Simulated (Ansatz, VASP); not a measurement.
PbSe: VASP beside Ansatz

INCAR

```
ALGO     = Normal         # electronic algorithm
EDIFF    = 1E-7           # SCF threshold, eV
ENCUT    = 520            # plane-wave cutoff, eV
GGA      = PE             # functional
ISIF     = 2              # what is computed and relaxed
ISMEAR   = 0              # smearing method
LASPH    = True           # aspherical terms in the spheres
LCHARG   = False          # write CHGCAR
LREAL    = False          # projectors in reciprocal space
LWAVE    = False          # write WAVECAR
NBANDS   = 17             # bands
NELM     = 60             # most SCF steps
PREC     = Accurate       # precision mode
SIGMA    = 0.05           # smearing width, eV
```

File KPOINTS:

```
k-points
0
Gamma
  10 10 10
```

File POSCAR:

```
PbSe
1.0
    0.0000000000      3.1122773955      3.1122773955
    3.1122773955      0.0000000000      3.1122773955
    3.1122773955      3.1122773955      0.0000000000
Pb Se
1 1
Direct
    0.0000000000      0.0000000000      0.0000000000
    0.5000000000      0.5000000000      0.5000000000
```

Input for Ansatz:

```yaml
crystal:
  lattice:
    - [0.0, 3.1122773955, 3.1122773955]
    - [3.1122773955, 0.0, 3.1122773955]
    - [3.1122773955, 3.1122773955, 0.0]
  atoms:
    - { symbol: Pb, position: [0.0, 0.0, 0.0] }
    - { symbol: Se, position: [0.5, 0.5, 0.5] }
basis:
  ecutwfc: 420
kpoints:
  mp_grid: { grid: [10, 10, 10] }
hamiltonian:
  xc: pbe
scf:
  occupations: { method: gaussian, width: 0.05 }
output:
  forces: true
  stress: true
  eigenvalues: true
  populations: true
```

Alike in both runs: task single point; functional PBE; k mesh 10 × 10 × 10; occupations gaussian, width 0.05 eV; no spin polarisation.

|  | VASP | Ansatz |
| --- | --- | --- |
| version | VASP 6.6.1 | Ansatz 0.2.0 |
| potentials or method | VASP PAW PBE potentials, release 64 (Pb_d, Se), cutoff 520 eV | scalar-relativistic, plane waves, PAW |
| valence electrons in the cell | 20 | 30 |

VASP gave:

| Property | Result |
| --- | --- |
| gap on the k mesh at the Fermi level (eV) | 0.45 |
| least direct gap on the mesh (eV) | 0.45 |
| pressure (GPa) | -0.2 |

Q: Which values does Ansatz return?

A: gap on the k mesh at the Fermi level (eV): 0.44; least direct gap on the mesh (eV): 0.44; pressure (GPa): -0.1.

VASP's potentials hold 20 valence electrons a cell and Ansatz's 30, so a difference there can come from the potentials and not from the codes.

Neither program's run includes spin-orbit coupling.
